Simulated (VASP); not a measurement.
Runs of VASP 6.6.1 on TeAs2. Symmetry: I4_1/amd, No. 141, tetragonal system. The conventional cell has a = 7.113 Å, b = 7.113 Å, c = 5.881 Å, α = 90.00°, β = 90.00°, γ = 90.00°. Te (site symmetry -4m2) has 4 As at 2.83 Å within 3.7 Å. As (site symmetry 2/m) has 2 Te at 2.83 Å and 6 As at 2.91 to 3.56 Å within 3.7 Å. 

```csv
k mesh,smearing,gap on the mesh (eV),pressure (GPa)
8 × 8 × 8,fermi-dirac 0.02 eV,none,-3.7
8 × 8 × 8,fermi-dirac 0.1 eV,none,-3.6
8 × 8 × 8,gaussian 0.1 eV,none,-3.7
2 × 2 × 2,gaussian 0.1 eV,none,-3.8
4 × 4 × 4,gaussian 0.1 eV,none,(a)
```

Alike in all rows: task single point; level PBEsol; potentials or basis VASP PAW PBE potentials, release 64 (Te, As); no spin polarisation; cell as given; cutoff (eV) 520.

Q: Fill in the values left out.

A: (a) -4.4.

Caveats: some runs use coarse meshes; the PAW data sets were made with another functional, which shifts forces and pressure a little; spin-orbit coupling is left out, which moves the levels of the heavy elements; the cell stands under tension (at least some runs).

A k mesh can miss the band edges, and the runs leave out spin-orbit coupling on As, Te.

A gap of «none» marks levels without a gap at the run's occupations.
